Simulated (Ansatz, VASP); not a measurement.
## One calculation of Al3C, two programs

```
Al C
1.0
    -1.80902    1.80902    4.04094
     1.80902   -1.80902    4.04094
     1.80902    1.80902   -4.04094
Al C
3 1
Direct
  0.50000 0.50000 0.00000
  0.25000 0.75000 0.50000
  0.75000 0.25000 0.50000
  0.00000 0.00000 0.00000
```

Alike in both runs: task single point; functional PBE; k mesh 8 × 8 × 8; occupations gaussian, width 0.1 eV; collinear spin.

|  | VASP | Ansatz |
| --- | --- | --- |
| version | VASP 6.6.1 | Ansatz 0.2.0 |
| potentials or method | VASP PAW PBE potentials, release 64 (Al, C), cutoff 600 eV | scalar-relativistic, plane waves, PAW |
| valence electrons in the cell | 13 | 13 |

```tsv
	VASP	Ansatz	Ansatz less VASP
gap on the k mesh at the Fermi level (eV)	none	none	-
pressure (GPa)	1.8	1.8	+0.04
traceless stress, the component that is largest in VASP (GPa)	0.52	0.55	+0.028
net moment per atom (μB)	0.00	0.00	0.000
```

A gap of «none» marks a metal or a gap that the smearing closes. With one functional, cell and mesh, what is left measures potentials, basis and numerics. Ansatz's warnings: seeded moment not kept.
